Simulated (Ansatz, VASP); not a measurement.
FePt: VASP beside Ansatz

The input INCAR:

```
SYSTEM = FePt
PREC = Accurate
ENCUT = 600
EDIFF = 1E-6
ISMEAR = 0
SIGMA = 0.1
LREAL = .False.
LASPH = .True.
NELM = 150
ALGO = Fast
ISIF = 3
LWAVE = .False.
LCHARG = .False.
ISPIN = 2
MAGMOM = 4 4 0 0
LORBIT = 11
LMAXMIX = 4
GGA = PE
IBRION = 2
NSW = 90
EDIFFG = -0.04
```

The input KPOINTS:

```
Automatic mesh
0
Gamma
  6 6 4
  0 0 0
```

POSCAR

```
FePt
1.0
    3.6749996300      0.0000000000      0.0000000000
   -1.8374998100      3.1826430400      0.0000000000
    0.0000000000      0.0000000000      4.8530916600
Fe Pt
2 2
Direct
    0.0000000000      0.0000000000      0.2500000000
    0.0000000000      0.0000000000      0.7500000000
    0.3333333300      0.6666666700      0.7500000000
    0.6666666700      0.3333333300      0.2500000000
```

Input for Ansatz:

```yaml
crystal:
  lattice:
    - [3.67499963, 0.0, 0.0]
    - [-1.83749981, 3.18264304, 0.0]
    - [0.0, 0.0, 4.85309166]
  atoms:
    - { symbol: Fe, position: [0.0, 0.0, 0.25], spin: 4.0 }
    - { symbol: Fe, position: [0.0, 0.0, 0.75], spin: 4.0 }
    - { symbol: Pt, position: [0.33333333, 0.66666667, 0.75] }
    - { symbol: Pt, position: [0.66666667, 0.33333333, 0.25] }
basis:
  ecutwfc: 420
kpoints:
  mp_grid: { grid: [6, 6, 4] }
hamiltonian:
  xc: pbe
scf:
  occupations: { method: gaussian, width: 0.1 }
  lower_state_search: "off"
output:
  forces: true
  stress: true
  eigenvalues: true
  populations: true
magnetization:
  spin_polarized: true
relax:
  adjacent_minimum: "off"
  f_tol: 0.04
  max_steps: 70
  cell: { stress_tol: 0.4 }
```

Alike in both runs: task relaxation of cell and atoms; functional PBE; k mesh 6 × 6 × 4; occupations gaussian, width 0.1 eV; collinear spin.

```csv
,VASP,Ansatz
version,VASP 6.6.1,Ansatz 0.2.0
potentials or method,"VASP PAW PBE potentials, release 64 (Fe, Pt), cutoff 600 eV","scalar-relativistic, plane waves, PAW"
valence electrons in the cell,36,68
```

|  | VASP | Ansatz | Ansatz less VASP |
| --- | --- | --- | --- |
| gap on the k mesh at the Fermi level, each at its own relaxed structure (eV) | none | none | - |
| net moment per atom (μB) | 1.66 | 1.65 | -0.004 |
| size of the moment on the site where the two differ most (μB) | 2.81 | 2.73 | -0.081 |
| relaxed volume (Å³/atom) | 16.91 | 16.94 | +0.022 |
| relaxed cell length with the largest relative difference (Å) | 4.487 | 4.494 | +0.0062 |

Site moments also hang on the region over which each program counts them. A gap of «none» marks a metal or a gap that the smearing closes. VASP's potentials hold 36 valence electrons a cell and Ansatz's 68, so a difference there can come from the potentials and not from the codes.

Neither program's run includes spin-orbit coupling. Noted on VASP's run: the volume moved by over 15 % at a fixed basis, so the end points are rough.
